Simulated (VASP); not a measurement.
# AgBr (Fm-3m) in VASP: elastic constants with PBEsol

Aim: the elastic constants of AgBr with PBEsol.

All numbers are computed with VASP 6.6.1; they aren't measurements. Logs are shortened: lines on timing, memory, paths and dates and some standing lists are left out, and cuts for length are marked.

## Step 1: The cell of the first run

Symmetry: Fm-3m, No. 225, cubic system. Conventional cell: a = 5.674 Å, b = 5.674 Å, c = 5.674 Å, α = 90.00°, β = 90.00°, γ = 90.00°. Ag (site symmetry m-3m) has 6 Br at 2.84 Å within 3.7 Å. Within 3.7 Å of Br (site symmetry m-3m) lie 6 Ag at 2.84 Å.

## Step 2: Elastic constants, PBEsol

File INCAR:

```
PREC     = Accurate       # precision mode
ENCUT    = 500            # plane-wave cutoff, eV
EDIFF    = 1E-8           # SCF threshold, eV
ISMEAR   = 0              # smearing method
SIGMA    = 0.01           # smearing width, eV
LREAL    = False          # projectors in reciprocal space
LASPH    = True           # aspherical terms in the spheres
NELM     = 120            # most SCF steps
ALGO     = Normal         # electronic algorithm
ISIF     = 3              # what is computed and relaxed
LWAVE    = False          # write WAVECAR
LCHARG   = False          # write CHGCAR
GGA      = PS             # functional
NBANDS   = 16             # bands
IBRION   = 6              # ionic algorithm
NFREE    = 2            
POTIM    = 0.015          # step
NSW      = 1              # ionic steps
GGA_COMPAT= False
```

File KPOINTS:

```
regular mesh
0
Gamma
  10 10 10
```

File POSCAR:

```
AgBr
1.0
    0.0000000000      2.8370550432      2.8370550432
    2.8370550432      0.0000000000      2.8370550432
    2.8370550432      2.8370550432      0.0000000000
Ag Br
1 1
Direct
    0.0000000000      0.0000000000      0.0000000000
    0.5000000000      0.5000000000      0.5000000000
```

Potentials or basis: VASP PAW PBE potentials, release 64 (Ag, Br).

On the command line:

```
> cat potpaw_PBE.64/Ag/POTCAR potpaw_PBE.64/Br/POTCAR > POTCAR
> mpirun -np 1 vasp_std > vasp.out
```

OUTCAR:

```text
PREC = Accurate
   ENCUT = 500
   EDIFF = 1E-8
   ISMEAR = 0
   LREAL = False
   LASPH = True
   NELM = 120
   ISIF = 3
   GGA = PS
   IBRION = 6
   NFREE = 2
   POTIM = 0.015
   NSW = 1

 ion  position               nearest neighbor table
   1  0.000  0.000  0.000-   2 2.84   2 2.84   2 2.84   2 2.84   2 2.84   2 2.84
   2  0.500  0.500  0.500-   1 2.84   1 2.84   1 2.84   1 2.84   1 2.84   1 2.84

  LATTYP: Found a face centered cubic cell.
 ALAT       =     5.6741100864

  Lattice vectors:

 A1 = (   0.0000000000,   2.8370550432,   2.8370550432)
 A2 = (   2.8370550432,   0.0000000000,   2.8370550432)
 A3 = (   2.8370550432,   2.8370550432,   0.0000000000)

Analysis of symmetry for initial positions (statically):
=====================================================================
 Subroutine PRICEL returns:
 Original cell was already a primitive cell.

 Routine SETGRP: Setting up the symmetry group for a
 face centered cubic supercell.

 Subroutine GETGRP returns: Found 48 space group operations
 (whereof 48 operations were pure point group operations)
 out of a pool of 48 trial point group operations.

The static configuration has the point symmetry O_h .

Analysis of symmetry for dynamics (positions and initial velocities):
=====================================================================
 Subroutine PRICEL returns:
 Original cell was already a primitive cell.

 Routine SETGRP: Setting up the symmetry group for a
 face centered cubic supercell.

 Subroutine GETGRP returns: Found 48 space group operations
 (whereof 48 operations were pure point group operations)
 out of a pool of 48 trial point group operations.

The dynamic configuration has the point symmetry O_h .

 Subroutine INISYM returns: Found 48 space group operations
 (whereof 48 operations are pure point group operations),
 and found     1 'primitive' translations

----------------------------------------------------------------------------------------

                                     Primitive cell

  volume of cell :      45.6702

  direct lattice vectors                    reciprocal lattice vectors
     0.000000000  2.837055043  2.837055043    -0.176239090  0.176239090  0.176239090
     2.837055043  0.000000000  2.837055043     0.176239090 -0.176239090  0.176239090
     2.837055043  2.837055043  0.000000000     0.176239090  0.176239090 -0.176239090

  length of vectors
     4.012201719  4.012201719  4.012201719     0.305255059  0.305255059  0.305255059

  position of ions in fractional coordinates (direct lattice)
     0.000000000  0.000000000  0.000000000
     0.500000000  0.500000000  0.500000000

  ion indices of the primitive-cell ions
   primitive index   ion index
                 1           1
                 2           2

----------------------------------------------------------------------------------------

 KPOINTS: regular mesh

Automatic generation of k-mesh.
 Grid dimensions read from file:
 generate k-points for:   10   10   10

 Generating k-lattice:

  Cartesian coordinates                     Fractional coordinates (reciprocal lattice)
    -0.017623909  0.017623909  0.017623909     0.100000000  0.000000000  0.000000000
[... 100 lines left out ...]

 number of electron      17.9999998 magnetization

 Free energy of the ion-electron system (eV)
  ---------------------------------------------------
  ext. energy  EPLUGINS =         0.00000000
  ---------------------------------------------------
  free energy    TOTEN  =        -5.69842927 eV

  energy without entropy =       -5.69842927  energy(sigma->0) =       -5.69842927

------------------------ aborting loop because EDIFF is reached ----------------------------------------

  FORCE on cell =-STRESS in cart. coord.  units (eV):
  Direction    XX          YY          ZZ          XY          YZ          ZX
  --------------------------------------------------------------------------------------
  -------------------------------------------------------------------------------------
  Total       -0.0081637     -0.0081637     -0.0081637      0.0000000      0.0000000      0.0000000
  in kB       -0.2863929     -0.2863929     -0.2863929      0.0000000      0.0000000      0.0000000
  external PRESSURE =      -0.2863929 kB  Pullay stress =       0.0000000 kB
[... 89 lines left out ...]
  FREE ENERGIE OF THE ION-ELECTRON SYSTEM (eV)
  ---------------------------------------------------
  free  energy   TOTEN  =        -5.6958794793 eV

  energy  without entropy=       -5.6958794793  energy(sigma->0) =       -5.69587948

[... ionic steps 4 to 14 ...]

--------------------------------------- Ionic step       15  -------------------------------------------

 number of electron      18.0000000 magnetization

------------------------ aborting loop because EDIFF is reached ----------------------------------------
[... 67 lines left out ...]
--------------------------------------- Ionic step       17  -------------------------------------------

 number of electron      17.9999997 magnetization

 Free energy of the ion-electron system (eV)
  ---------------------------------------------------
  ext. energy  EPLUGINS =         0.00000000
  ---------------------------------------------------
  free energy    TOTEN  =        -5.69828492 eV

  energy without entropy =       -5.69828492  energy(sigma->0) =       -5.69828492

 E-fermi :   3.9772     XC(G=0): -10.2646

 val. band max:        3.9355902638   @ k =   0.5000   0.0000   0.0000
 cond. band min:       4.4341832958   @ k =   0.0000   0.0000   0.0000
 fundamental gap:      0.4985930319
 Fermi energy:         3.9772029645

 k-point     1 :       0.0000    0.0000    0.0000
  band No.  band energies     occupation
      1     -11.4102      2.00000
      2       0.9524      2.00000
      3       0.9546      2.00000
      4       0.9546      2.00000
      5       0.9558      2.00000
      6       0.9561      2.00000
[... 433 lines left out ...]
      3       0.3008      2.00000
      4       0.4127      2.00000
      5       0.9024      2.00000
      6       1.2640      2.00000
[... 8 lines left out ...]
     15      18.3565      0.00000
     16      19.2215      0.00000

 [... further k-points ...]
[... 5 lines left out ...]
  --------------------------------------------------------------------------------------
  -------------------------------------------------------------------------------------
  Total       -0.0043426     -0.0079366     -0.0079366     -0.0000000     -0.0000000     -0.0000000
  in kB       -0.1523450     -0.2784286     -0.2784286     -0.0000000     -0.0000000     -0.0000000
  external PRESSURE =      -0.2364008 kB  Pullay stress =       0.0000000 kB
[... 17 lines left out ...]
  FREE ENERGIE OF THE ION-ELECTRON SYSTEM (eV)
  ---------------------------------------------------
  free  energy   TOTEN  =        -5.6982849175 eV

  energy  without entropy=       -5.6982849175  energy(sigma->0) =       -5.69828492

 INTERNAL STRAIN TENSORS FROM STRAINED CELLS
 ============================================

 INTERNAL STRAIN TENSOR FOR ION    1 for displacements in x,y,z  (eV/Angst):
          X           Y           Z          XY          YZ          ZX
  --------------------------------------------------------------------------------
  x    -0.00000     0.00000    -0.00000    -0.00000     0.00000     0.00000
  y     0.00000    -0.00000     0.00000     0.00000     0.00000    -0.00000
  z    -0.00000    -0.00000     0.00000     0.00000     0.00000    -0.00000

 INTERNAL STRAIN TENSORS FROM DISPLACED ATOMS
 ============================================

 INTERNAL STRAIN TENSOR FOR ION    1 for displacements in x,y,z  (eV/Angst):
          X           Y           Z          XY          YZ          ZX
  --------------------------------------------------------------------------------
  x     0.00000     0.00000     0.00000     0.00000     0.00000     0.00000
  y     0.00000     0.00000     0.00000     0.00000     0.00000     0.00000
  z     0.00000     0.00000     0.00000     0.00000     0.00000     0.00000

 INTERNAL STRAIN TENSOR FOR ION    2 for displacements in x,y,z  (eV/Angst):
          X           Y           Z          XY          YZ          ZX
  --------------------------------------------------------------------------------
  x     0.00000     0.00000     0.00000     0.00000     0.00000     0.00000
  y     0.00000     0.00000     0.00000     0.00000     0.00000     0.00000
  z     0.00000     0.00000     0.00000     0.00000     0.00000     0.00000

 Eigenvectors and eigenvalues of the dynamical matrix
 ----------------------------------------------------

   1 f  =    2.607553 THz    16.383742 2PiTHz   86.978621 cm-1    10.783970 meV
             X         Y         Z           dx          dy          dz
      0.000000  0.000000  0.000000     0.000000    0.651498    0.000000
      2.837055  2.837055  2.837055     0.000000   -0.758650    0.000000
[... 21 lines left out ...]
   6 f/i=    0.002868 THz     0.018019 2PiTHz    0.095661 cm-1     0.011860 meV
             X         Y         Z           dx          dy          dz
      0.000000  0.000000  0.000000     0.000000    0.000000    0.758650
      2.837055  2.837055  2.837055     0.000000    0.000000    0.651498

--------------------------------------------------------------------------------------------------------

 ELASTIC MODULI CONTR FROM IONIC RELAXATION (kBar)
 Direction    XX          YY          ZZ          XY          YZ          ZX
 --------------------------------------------------------------------------------
 XX           0.0000      0.0000      0.0000      0.0000      0.0000      0.0000
 YY           0.0000      0.0000      0.0000      0.0000      0.0000      0.0000
 ZZ           0.0000      0.0000      0.0000      0.0000      0.0000      0.0000
 XY           0.0000      0.0000      0.0000      0.0000      0.0000      0.0000
 YZ           0.0000      0.0000      0.0000      0.0000      0.0000      0.0000
 ZX           0.0000      0.0000      0.0000      0.0000      0.0000      0.0000
 --------------------------------------------------------------------------------

 TOTAL ELASTIC MODULI (kBar)
 Direction    XX          YY          ZZ          XY          YZ          ZX
 --------------------------------------------------------------------------------
 XX         778.1672    395.2146    395.2146      0.0000     -0.0000      0.0000
 YY         395.2146    778.1672    395.2146      0.0000     -0.0000     -0.0000
 ZZ         395.2146    395.2146    778.1672      0.0000     -0.0000      0.0000
 XY           0.0000      0.0000      0.0000     68.6900      0.0000      0.0000
 YZ          -0.0000     -0.0000     -0.0000      0.0000     68.6900      0.0000
 ZX           0.0000     -0.0000      0.0000      0.0000      0.0000     68.6900
 --------------------------------------------------------------------------------
```

Run time: 12 min. Hardware: 1 thread of Intel Xeon 6975P-C (Granite Rapids), shared host; peak memory 0.45 GiB.

Results:

```yaml
Elastic_constants_C11_C12_C44: 78, 40, 7 GPa
Voigt_bulk_modulus: 52 GPa
Highest_phonon_frequency_at_Γ_LO-TO_splitting_left_out: 87 cm⁻¹
```

Phonon frequencies in cm⁻¹ (negative: imaginary):
| q point | frequencies |
| --- | --- |
| (0.000, 0.000, 0.000) | 0 0 0 87 87 87 |

Elastic tensor in Voigt notation (GPa, in the Cartesian axes of the cell as first typed):
```
78 40 40  0  0  0
40 78 40  0  0  0
40 40 78  0  0  0
 0  0  0  7  0  0
 0  0  0  0  7  0
 0  0  0  0  0  7
```

Clamped-ion elastic tensor (GPa):
```
78 40 40  0  0  0
40 78 40  0  0  0
40 40 78  0  0  0
 0  0  0  7  0  0
 0  0  0  0  7  0
 0  0  0  0  0  7
```

Caveat: the PAW data sets were made with another functional, which shifts forces and pressure a little.
